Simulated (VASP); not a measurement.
# CoSnH4 (F-43m) in VASP: further runs, part 2 of 2

VASP 6.6.1. The steps go on from the part before.

### 3 Relaxation of cell and atoms, PBE, collinear spin, ferromagnetic start

This run uses another cell than the first one, of 9.45 Å³/atom, 1.149 times its volume.

INCAR reads:

```
ALGO = Normal ; EDIFF = 1E-7
EDIFFG = -0.04 ; ENCUT = 600
GGA = PE ; IBRION = 2
ISIF = 3 ; ISMEAR = 0
ISPIN = 2 ; LASPH = T
LCHARG = F ; LMAXMIX = 4
LORBIT = 11 ; LREAL = F
LWAVE = F ; MAGMOM = 0.37 0 0 0 0 0
NELM = 150 ; NSW = 90
PREC = Accurate ; SIGMA = 0.1
```

KPOINTS reads:

```
k-points
0
Gamma
  6 6 6
```

POSCAR reads:

```
CoSnH4
1.0
    0.0000000000      3.0490152590      3.0490152590
    3.0490152590      0.0000000000      3.0490152590
    3.0490152590      3.0490152590      0.0000000000
Co Sn H
1 1 4
Direct
    0.0000000000      0.0000000000      0.0000000000
    0.7500000000      0.7500000000      0.7500000000
    0.3750000000      0.8750000000      0.3750000000
    0.3750000000      0.3750000000      0.8750000000
    0.3750000000      0.3750000000      0.3750000000
    0.8750000000      0.3750000000      0.3750000000
```

Potentials or basis: VASP PAW PBE potentials, release 64 (Co, Sn_d, H).

Run with:

```console
cat potpaw_PBE.64/Co/POTCAR potpaw_PBE.64/Sn_d/POTCAR potpaw_PBE.64/H/POTCAR > POTCAR
mpirun -np 1 vasp_std > vasp.out
```

OUTCAR:

```text
EDIFF = 1E-7
   EDIFFG = -0.04
   ENCUT = 600
   GGA = PE
   IBRION = 2
   ISIF = 3
   ISMEAR = 0
   ISPIN = 2
   LASPH = T
   LORBIT = 11
   LREAL = F
   NELM = 150
   NSW = 90
   PREC = Accurate

 ion  position               nearest neighbor table
   1  0.000  0.000  0.000-   2 2.64   2 2.64   2 2.64   2 2.64
   2  0.750  0.750  0.750-   1 2.64   1 2.64   1 2.64   1 2.64
   3  0.375  0.875  0.375-
   4  0.375  0.375  0.875-
   5  0.375  0.375  0.375-
   6  0.875  0.375  0.375-

  LATTYP: Found a face centered cubic cell.
 ALAT       =     6.0980305180

  Lattice vectors:

 A1 = (   0.0000000000,   3.0490152590,   3.0490152590)
 A2 = (   3.0490152590,   0.0000000000,   3.0490152590)
 A3 = (   3.0490152590,   3.0490152590,   0.0000000000)

Analysis of symmetry for initial positions (statically):
[... 419 lines left out ...]
      3     -13.9463      1.00000
      4     -13.9060      1.00000
      5     -13.9060      1.00000
      6      -5.3123      1.00000
[... 296 lines left out ...]
      3     -13.9296      1.00000
      4     -13.9170      1.00000
      5     -13.8954      1.00000
      6      -2.1710      1.00000
[... 9 lines left out ...]
     16      10.5025      0.00000
     17      11.2514      0.00000
 Fermi energy:         7.2899080658

 spin component 2

 k-point     1 :       0.0000    0.0000    0.0000
  band No.  band energies     occupation
      1     -13.9463      1.00000
      2     -13.9463      1.00000
      3     -13.9463      1.00000
      4     -13.9060      1.00000
      5     -13.9060      1.00000
      6      -5.3123      1.00000
[... 342 lines left out ...]
  FREE ENERGIE OF THE ION-ELECTRON SYSTEM (eV)
  ---------------------------------------------------
  free  energy   TOTEN  =       -18.7636145916 eV

  energy  without entropy=      -18.7505674274  energy(sigma->0) =      -18.75709101

 reached required accuracy - stopping structural energy minimisation

 total charge

# of ion       s       p       d       tot
------------------------------------------
    1        0.430   0.340   7.494   8.263
    2        1.147   1.164  10.075  12.386
    3        0.402   0.023   0.000   0.426
    4        0.402   0.023   0.000   0.426
    5        0.402   0.023   0.000   0.426
    6        0.402   0.023   0.000   0.426
--------------------------------------------------
tot          3.186   1.597  17.569  22.352

 magnetization (x)

# of ion       s       p       d       tot
------------------------------------------
    1       -0.000  -0.000  -0.000  -0.000
    2        0.000   0.000   0.000   0.000
    3        0.000  -0.000   0.000   0.000
    4        0.000  -0.000   0.000   0.000
    5        0.000  -0.000   0.000   0.000
    6        0.000  -0.000   0.000   0.000
--------------------------------------------------
tot          0.000   0.000  -0.000  -0.000
```

Run time: 16 min. Hardware: 1 thread of Oxide Virtual Turin-like, shared host; peak memory 0.24 GiB.

Results:

| Quantity | Value |
| --- | --- |
| Free energy | -18.7636 eV |
| Relaxed volume | 8.12 Å³/atom |
| Relaxed cell | a = 4.100 Å, b = 4.100 Å, c = 4.100 Å, α = 60.00°, β = 60.00°, γ = 60.00° |
| Space group after relaxing (to 0.05 Å) | F-43m (No. 216) |
| Energy gained by relaxing | 106.1 meV/atom |
| Ionic steps | 19 |
| Pressure after relaxing | 0.8 GPa |
| Net moment | 0.00 μB per cell |
| Valence electrons inside the program's atomic spheres | Co 8.26; Sn 12.39; H 0.43 |

Step by step:
```csv
step,energy change (eV),largest force (eV/Å),pressure (GPa),volume (Å³)
1,0.0000,0.1059,-12.46,56.69
2,-0.3529,0.1935,-5.85,50.87
3,-0.4117,0.2248,-0.72,48.20
4,-0.4126,0.2303,0.33,47.78
5,-0.4126,0.2281,-0.14,47.95
6,-0.4235,0.2193,-0.07,47.89
7,-0.4533,0.1900,0.28,47.69
8,-0.4961,0.1219,1.29,47.30
9,-0.5670,0.1163,4.76,46.54
10,0.2032,2.3349,18.90,45.02
11,-0.5682,0.1098,4.95,46.49
12,-0.5712,0.0123,7.42,46.09
13,-0.5748,0.0663,6.12,46.29
14,-0.5829,0.0586,5.78,46.45
15,-0.6035,0.0224,4.91,46.94
16,-0.6183,0.1425,3.43,47.91
17,-0.6190,0.0983,3.72,47.71
18,-0.6261,0.0654,2.94,47.97
19,-0.6364,0.0195,0.76,48.74
```

Final structure:
```cif
data_structure
_symmetry_space_group_name_H-M 'P 1'
_symmetry_Int_Tables_number 1
_cell_length_a 4.1001
_cell_length_b 4.1001
_cell_length_c 4.1001
_cell_angle_alpha 60.000
_cell_angle_beta 60.000
_cell_angle_gamma 60.000
_cell_volume 48.74
loop_
_atom_site_label
_atom_site_type_symbol
_atom_site_fract_x
_atom_site_fract_y
_atom_site_fract_z
_atom_site_occupancy
Co1 Co 0.00000 0.00000 0.00000 1
Sn1 Sn 0.75000 0.75000 0.75000 1
H1 H 0.33741 0.98778 0.33741 1
H2 H 0.33741 0.33741 0.98778 1
H3 H 0.33741 0.33741 0.33741 1
H4 H 0.98778 0.33741 0.33741 1
```
